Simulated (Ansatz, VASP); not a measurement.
**Si3C2: VASP beside Ansatz**

```
CELL_PARAMETERS angstrom
3.96889 0.00000 0.00000
0.00000 3.96889 0.00000
0.00000 0.00000 3.96889
ATOMIC_POSITIONS crystal
Si 0.00000 0.50000 0.50000
Si 0.50000 0.00000 0.50000
Si 0.50000 0.50000 0.00000
C 0.50000 0.50000 0.50000
C 0.00000 0.00000 0.00000
```

Alike in both runs: task single point; functional RPBE; k mesh 10 × 10 × 10; no spin polarisation.

```csv
,VASP,Ansatz
version,VASP 6.6.1,Ansatz 0.2.0
potentials or method,"VASP PAW PBE potentials, release 64 (Si, C), cutoff 600 eV","scalar-relativistic, plane waves, PAW"
occupations,tetrahedron,tetrahedron-uncorrected
valence electrons in the cell,20,20
```

|  | VASP | Ansatz | Ansatz less VASP |
| --- | --- | --- | --- |
| gap on the k mesh at the Fermi level (eV) | none | none | - |
| pressure (GPa) | 1.5 | 1.8 | +0.32 |

VASP's potentials were made for PBE, not for RPBE. A gap of «none» marks a metal or a gap that the smearing closes. Ansatz's warnings: band table not solved further.
